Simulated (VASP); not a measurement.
Wanted: the native input for a VASP 6.6.1 run.

| Property | Result |
| --- | --- |
| Task | single point |
| Functional | HSE06 |
| Potentials or basis | VASP PAW PBE potentials, release 64 (Ca_sv, O) |
| Cutoff | 520 eV |
| k mesh | 6 × 6 × 6 |
| Occupations | gaussian, width 0.01 eV |
| Spin | no spin polarisation |
| Dipole correction | no |
| Grid for exact exchange (PRECFOCK) | Normal |
| Further INCAR settings | ALGO = Normal; EDIFF = 1e-06; NBANDS = 15 |
| Screening parameter | 0.2079 1/Å |

The system is CaO.

```
Ca O
1.0
     2.90321    0.00000    0.00000
     0.00000    2.90321    0.00000
     0.00000    0.00000    2.99437
Ca O
1 1
Direct
  0.00000 0.00000 0.00000
  0.50000 0.50000 0.50000
```

This cell differs from its parent crystal: uniaxial z strain +3.1%.

One way to write it, as run:

POSCAR

```
CaO
1.0
    2.9032089648      0.0000000000      0.0000000000
    0.0000000000      2.9032089648      0.0000000000
    0.0000000000      0.0000000000      2.9943697263
Ca O
1 1
Direct
    0.0000000000      0.0000000000      0.0000000000
    0.5000000000      0.5000000000      0.5000000000
```

INCAR.step1

```
PREC = Accurate
ENCUT = 520
EDIFF = 1E-5
ISMEAR = 0
SIGMA = 0.01
LREAL = F
LASPH = T
NELM = 100
ALGO = Normal
ISIF = 2
LWAVE = T
GGA = PE
NBANDS = 15
```

INCAR.step2

```
PREC = Accurate
ENCUT = 520
EDIFF = 1E-6
ISMEAR = 0
SIGMA = 0.01
LREAL = F
LASPH = T
NELM = 100
ALGO = Normal
ISIF = 2
LWAVE = F
LCHARG = T
GGA = PE
LHFCALC = T
HFSCREEN = 0.2079
PRECFOCK = Normal
LELF = T
LVHAR = T
ISTART = 1
NBANDS = 15
```

KPOINTS

```
Automatic mesh
0
Gamma
  6 6 6
```

Potentials or basis: VASP PAW PBE potentials, release 64 (Ca_sv, O).

Launch:

```bash
$ cat potpaw_PBE.64/Ca_sv/POTCAR potpaw_PBE.64/O/POTCAR > POTCAR
$ cp INCAR.step1 INCAR
$ mpirun -np 1 vasp_std > vasp.out
$ cp INCAR.step2 INCAR
$ mpirun -np 1 vasp_std > vasp.out
```

It gave:

```
Pressure               : -2.3 GPa
Band gap on the k mesh : 4.36 eV, indirect (least direct gap 4.69 eV)
```

Caveat: the cell differs from its parent crystal (uniaxial z strain +3.1%); the PAW data sets were made with another functional, which shifts forces and pressure a little.

It took 23 min on 1 thread of Intel(R) Xeon(R) 6975P-C (Granite Rapids), on a shared host, peak memory 0.26 GiB.
